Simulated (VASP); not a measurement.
# NaI (Fm-3m) in VASP: settings compared

The runs below take NaI through single point, relaxation of cell and atoms, with PBE+D3(BJ), PBEsol+D3(BJ).

Everything below comes from runs of VASP 6.6.1. Logs are shortened: lines on timing, memory, paths and dates and some standing lists are left out, and cuts for length are marked.

## (1) The cell of the first run

Symmetry: Fm-3m, No. 225, cubic system. Conventional cell: a = 6.361 Å, b = 6.361 Å, c = 6.361 Å, α = 90.00°, β = 90.00°, γ = 90.00°. Within 4.2 Å of Na (site symmetry m-3m) lie 6 I at 3.18 Å. I (site symmetry m-3m) has 6 Na at 3.18 Å within 4.2 Å.

## (2) Single point, PBE+D3(BJ)

Contents of INCAR:

```
ALGO = Normal ; EDIFF = 1E-6
ENCUT = 520 ; GGA = PE
ISIF = 2 ; ISMEAR = 0
IVDW = 12 ; LASPH = True
LCHARG = True ; LELF = True
LREAL = False ; LVHAR = True
LWAVE = False ; NBANDS = 14
NELM = 100 ; PREC = Accurate
SIGMA = 0.01
```

Contents of KPOINTS:

```
k-points
0
Gamma
  5 5 5
```

Contents of POSCAR:

```
NaI
1.0
    0.0000000000      3.1802562392      3.1802562392
    3.1802562392      0.0000000000      3.1802562392
    3.1802562392      3.1802562392      0.0000000000
Na I
1 1
Direct
    0.0000000000      0.0000000000      0.0000000000
    0.5000000000      0.5000000000      0.5000000000
```

Potentials or basis: VASP PAW PBE potentials, release 64 (Na_pv, I).

Launch:

```sh
> cat potpaw_PBE.64/Na_pv/POTCAR potpaw_PBE.64/I/POTCAR > POTCAR
> mpirun -np 1 vasp_std > vasp.out
```

OUTCAR:

```text
EDIFF = 1E-6
   ENCUT = 520
   GGA = PE
   ISIF = 2
   ISMEAR = 0
   IVDW = 12
   LASPH = True
   LREAL = False
   NELM = 100
   PREC = Accurate
 IVDW          = 12

 ion  position               nearest neighbor table
   1  0.000  0.000  0.000-   2 3.18   2 3.18   2 3.18   2 3.18   2 3.18   2 3.18
   2  0.500  0.500  0.500-   1 3.18   1 3.18   1 3.18   1 3.18   1 3.18   1 3.18

  LATTYP: Found a face centered cubic cell.
 ALAT       =     6.3605124784

  Lattice vectors:

 A1 = (   0.0000000000,   3.1802562392,   3.1802562392)
 A2 = (   3.1802562392,   0.0000000000,   3.1802562392)
 A3 = (   3.1802562392,   3.1802562392,   0.0000000000)

Analysis of symmetry for initial positions (statically):
=====================================================================
 Subroutine PRICEL returns:
 Original cell was already a primitive cell.

 Routine SETGRP: Setting up the symmetry group for a
 face centered cubic supercell.

 Subroutine GETGRP returns: Found 48 space group operations
[... 9 lines left out ...]

 Routine SETGRP: Setting up the symmetry group for a
 face centered cubic supercell.

 Subroutine GETGRP returns: Found 48 space group operations
[... 11 lines left out ...]
                                     Primitive cell

  volume of cell :      64.3304

  direct lattice vectors                    reciprocal lattice vectors
     0.000000000  3.180256239  3.180256239    -0.157220036  0.157220036  0.157220036
     3.180256239  0.000000000  3.180256239     0.157220036 -0.157220036  0.157220036
     3.180256239  3.180256239  0.000000000     0.157220036  0.157220036 -0.157220036

  length of vectors
     4.497561505  4.497561505  4.497561505     0.272313090  0.272313090  0.272313090

  position of ions in fractional coordinates (direct lattice)
     0.000000000  0.000000000  0.000000000
     0.500000000  0.500000000  0.500000000

  ion indices of the primitive-cell ions
   primitive index   ion index
                 1           1
                 2           2

----------------------------------------------------------------------------------------

 KPOINTS: k-points

Automatic generation of k-mesh.
 Grid dimensions read from file:
 generate k-points for:    5    5    5

 Generating k-lattice:

  Cartesian coordinates                     Fractional coordinates (reciprocal lattice)
    -0.031444007  0.031444007  0.031444007     0.200000000  0.000000000  0.000000000
     0.031444007 -0.031444007  0.031444007     0.000000000  0.200000000  0.000000000
     0.031444007  0.031444007 -0.031444007     0.000000000  0.000000000  0.200000000

  Length of vectors
     0.054462618  0.054462618  0.054462618

  Shift w.r.t. Gamma in fractional coordinates (k-lattice)
     0.000000000  0.000000000  0.000000000

 Subroutine IBZKPT returns following result:
 ===========================================

 Found     10 irreducible k-points:

 Following reciprocal coordinates:
            Coordinates               Weight
  0.000000  0.000000  0.000000      1.000000
  0.200000  0.000000  0.000000      8.000000
  0.400000  0.000000  0.000000      8.000000
  0.200000  0.200000  0.000000      6.000000
  0.400000  0.200000  0.000000     24.000000
 -0.400000  0.200000  0.000000     24.000000
 -0.200000  0.200000  0.000000     12.000000
  0.400000  0.400000  0.000000      6.000000
 -0.400000  0.400000  0.000000     12.000000
 -0.400000  0.400000  0.200000     24.000000
   k-points           NKPTS =     10   k-points in BZ     NKDIM =     10   number of bands    NBANDS=     14
   number of dos      NEDOS =    301   number of ions     NIONS =      2
   total plane-waves  NPLWV =  46656
   dimension x,y,z NGX =    36 NGY =   36 NGZ =   36
   dimension x,y,z NGXF=    72 NGYF=   72 NGZF=   72
   ions per type =               1   1
   NGX,Y,Z   is equivalent  to a cutoff of  13.31, 13.31, 13.31 a.u.
   NGXF,Y,Z  is equivalent  to a cutoff of  26.61, 26.61, 26.61 a.u.
 SYSTEM =  unknown system
   PREC   = accura    normal or accurate (medium, high low for compatibility)
   ISTART =      0    job   : 0-new  1-cont  2-samecut
   ICHARG =      2    charge: 1-file 2-atom 10-const
   ISPIN  =      1    spin polarized calculation?
   LNONCOLLINEAR =      F non collinear calculations
   LSORBIT =      F    spin-orbit coupling
   LASPH  =      T    aspherical Exc in radial PAW
   ENCUT  =  520.0 eV  38.22 Ry    6.18 a.u.   8.36  8.36  8.36*2*pi/ulx,y,z
   NELM   =    100;   NELMIN=  2; NELMDL= -5     # of ELM steps
   EDIFF  = 0.1E-05   stopping-criterion for ELM
   LREAL  =      F    real-space projection
   EDIFFG = 0.1E-04   stopping-criterion for IOM
   NSW    =      0    number of steps for IOM
   IBRION =     -1    ionic relax: 0-MD 1-quasi-New 2-CG
   NFREE  =      0    steps in history (QN), initial steepest desc. (CG)
   ISIF   =      2    stress and relaxation
   ISYM   =      2    0-nonsym 1-usesym 2-fastsym
   POTIM  = 0.5000    time-step for ionic-motion
   TEBEG  =    0.0;   TEEND  =   0.0 temperature during run
   PSTRESS=    0.0 pullay stress
   NELECT =      14.0000    total number of electrons
   NUPDOWN=      -1.0000    fix difference up-down
   EMIN   =  10.00;   EMAX   =-10.00  energy-range for DOS
   EFERMI =   0.00;   METHOD = LEGACY
   ISMEAR =     0;   SIGMA  =   0.01  broadening in eV -4-tet -1-fermi 0-gaus
   EFERMI_NEDOS =   21; number of points for ismear=-14 and -15
   IALGO  =     38    algorithm
   IMIX   =      4    mixing-type and parameters
     AMIX     =   0.40;   BMIX     =  1.00
     AMIX_MAG =   1.60;   BMIX_MAG =  1.00
  volume/ion in A,a.u.               =      32.17       217.06
  Fermi-wavevector in a.u.,A,eV,Ry     =   0.984718  1.860848 13.193166  0.969670
  Thomas-Fermi vector in A             =   2.115972
   LORBIT       =      0    0 simple, 1 ext, 2 COOP (PROOUT), +10 PAW based schemes
   GGA     = PE    functional components
   LHFCALC =     F    Hartree Fock is set to
   AEXX    =    0.0000 exact exchange contribution
   IVDW    =    12    specifies the selected vdW correction
   LEPSILON=     F    determine dielectric tensor
   LRPA    =     F    only Hartree local field effects (RPA)
 non-spin polarized calculation
 Gauss-broadening in eV      SIGMA  =   0.01
  energy-cutoff  :      520.00
  volume of cell :       64.33
 maximum number of plane-waves:      1759
 NGX is ok and might be reduce to    36
   NGX = 17   NGY = 17   NGZ = 17

 number of electron      14.0000003 magnetization

 Free energy of the ion-electron system (eV)
  ---------------------------------------------------
  ext. energy  EPLUGINS =         0.00000000
  ---------------------------------------------------
  free energy    TOTEN  =        -5.36400893 eV

  energy without entropy =       -5.36400893  energy(sigma->0) =       -5.36400893

 E-fermi :   1.3170     XC(G=0):  -7.9179

 val. band max:        1.1852992524   @ k =   0.0000   0.0000   0.0000
 cond. band min:       4.9718621218   @ k =   0.0000   0.0000   0.0000
 fundamental gap:      3.7865628694
 Fermi energy:         1.3169732711

 k-point     1 :       0.0000    0.0000    0.0000
  band No.  band energies     occupation
      1     -21.2009      2.00000
      2     -21.2009      2.00000
      3     -21.2009      2.00000
      4      -9.9743      2.00000
      5       1.1853      2.00000
      6       1.1853      2.00000
      7       1.1853      2.00000
      8       4.9719      0.00000
      9       9.1113      0.00000
     10       9.1113      0.00000
     11       9.1113      0.00000
     12      11.0180      0.00000
     13      11.0180      0.00000
     14      11.6515      0.00000

 k-point     2 :       0.2000    0.0000    0.0000
  band No.  band energies     occupation
      1     -21.2033      2.00000
      2     -21.2010      2.00000
      3     -21.2010      2.00000
      4      -9.8545      2.00000
      5       0.1405      2.00000
      6       1.0695      2.00000
      7       1.0695      2.00000
      8       6.0206      0.00000
      9       8.6467      0.00000
     10       9.3082      0.00000
     11       9.3082      0.00000
     12      10.5533      0.00000
     13      10.5533      0.00000
     14      12.0211      0.00000

 k-point     3 :       0.4000    0.0000    0.0000
  band No.  band energies     occupation
      1     -21.2072      2.00000
      2     -21.2013      2.00000
      3     -21.2013      2.00000
      4      -9.6445      2.00000
      5      -1.0193      2.00000
      6       0.8977      2.00000
      7       0.8977      2.00000
      8       6.3222      0.00000
      9       8.7681      0.00000
     10       8.7681      0.00000
     11       9.9966      0.00000
     12      11.4239      0.00000
     13      12.3830      0.00000
     14      12.3830      0.00000
[... 86 lines left out ...]
 k-point     9 :      -0.4000    0.4000    0.0000
  band No.  band energies     occupation
      1     -21.2055      2.00000
      2     -21.2041      2.00000
      3     -21.2026      2.00000
      4      -9.5150      2.00000
      5      -0.7094      2.00000
      6      -0.1116      2.00000
      7       0.4699      2.00000
      8       6.2342      0.00000
      9       7.5002      0.00000
     10      10.4294      0.00000
     11      10.9306      0.00000
     12      11.7190      0.00000
     13      13.2644      0.00000
     14      15.3128      0.00000

 k-point    10 :      -0.4000    0.4000    0.2000
  band No.  band energies     occupation
      1     -21.2054      2.00000
      2     -21.2038      2.00000
      3     -21.2025      2.00000
      4      -9.5356      2.00000
      5      -0.6271      2.00000
      6      -0.0821      2.00000
      7       0.3986      2.00000
      8       7.1322      0.00000
      9       8.1366      0.00000
     10       8.5140      0.00000
     11      10.3196      0.00000
     12      12.3367      0.00000
     13      12.7792      0.00000
     14      15.1085      0.00000

------------------------ aborting loop because EDIFF is reached ----------------------------------------

 Edisp (eV)   -0.53503

 E8    (eV) :    -0.2478

  FORCE on cell =-STRESS in cart. coord.  units (eV):
  Direction    XX          YY          ZZ          XY          YZ          ZX
  --------------------------------------------------------------------------------------
  -------------------------------------------------------------------------------------
  Total       0.01150     0.01150     0.01150     0.00000    -0.00000     0.00000
  in kB       0.28634     0.28634     0.28634     0.00000    -0.00000     0.00000
  external pressure =        0.29 kB  Pullay stress =        0.00 kB

 VOLUME and BASIS-vectors are now :
 -----------------------------------------------------------------------------
  energy-cutoff  :      520.00
  volume of cell :       64.33
      direct lattice vectors                 reciprocal lattice vectors
     0.000000000  3.180256239  3.180256239    -0.157220036  0.157220036  0.157220036
     3.180256239  0.000000000  3.180256239     0.157220036 -0.157220036  0.157220036
     3.180256239  3.180256239  0.000000000     0.157220036  0.157220036 -0.157220036

 POSITION                                       TOTAL-FORCE (eV/Angst)
 -----------------------------------------------------------------------------------
      0.00000      0.00000      0.00000         0.000000      0.000000     -0.000000
      3.18026      3.18026      3.18026        -0.000000     -0.000000      0.000000
 -----------------------------------------------------------------------------------
    total drift:                                0.000000      0.000000      0.000000

  FREE ENERGIE OF THE ION-ELECTRON SYSTEM (eV)
  ---------------------------------------------------
  free  energy   TOTEN  =        -5.8990364109 eV

  energy  without entropy=       -5.8990364109  energy(sigma->0) =       -5.89903641
```

It took 9.6 s on 1 thread of AMD EPYC 9R14 (Zen 4), shared host; peak memory 0.17 GiB.

What came out:

```yaml
Free_energy: -5.8990 eV
Pressure: 0.0 GPa
Band_gap_on_the_k_mesh: 3.79 eV, direct
Dispersion_energy_per_atom: -0.268 eV
```

Caveat: spin-orbit coupling is left out, which moves the levels of the heavy elements. PBE gaps usually lie below the measured ones, often by a third to a half.

(Part 1 of 2 ends here.)
